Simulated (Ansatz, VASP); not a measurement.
# Two plane-wave programs on HfO2

```xyz
3
Lattice="0.0000 2.5375 2.5375 2.5375 0.0000 2.5375 2.5375 2.5375 0.0000" Properties=species:S:1:pos:R:3 pbc="T T T"
Hf    0.0000    0.0000    0.0000
O     1.2688    1.2688    1.2688
O     3.8063    3.8063    3.8063
```

Alike in both runs: functional PBE; dispersion D4; k mesh 8 × 8 × 8; no spin polarisation.

Ansatz relaxed the structure, and its values are those at the end. VASP's run is a single point on that final structure, the one shown.

|  | VASP | Ansatz |
| --- | --- | --- |
| version | VASP 6.6.1 | Ansatz 0.2.0 |
| potentials or method | VASP PAW PBE potentials, release 64 (Hf_pv, O), cutoff 520 eV | plane waves, PAW |
| occupations | gaussian, width 0.01 eV | fixed |
| valence electrons in the cell | 22 | 38 |

VASP gave:

```
pressure (GPa) : -3.7
```

Question: Estimate Ansatz's values.

Answer: Pressure (GPa): 0.0.

VASP's potentials hold 22 valence electrons a cell and Ansatz's 38, so a difference there can come from the potentials and not from the codes.

Spin-orbit coupling is off throughout.
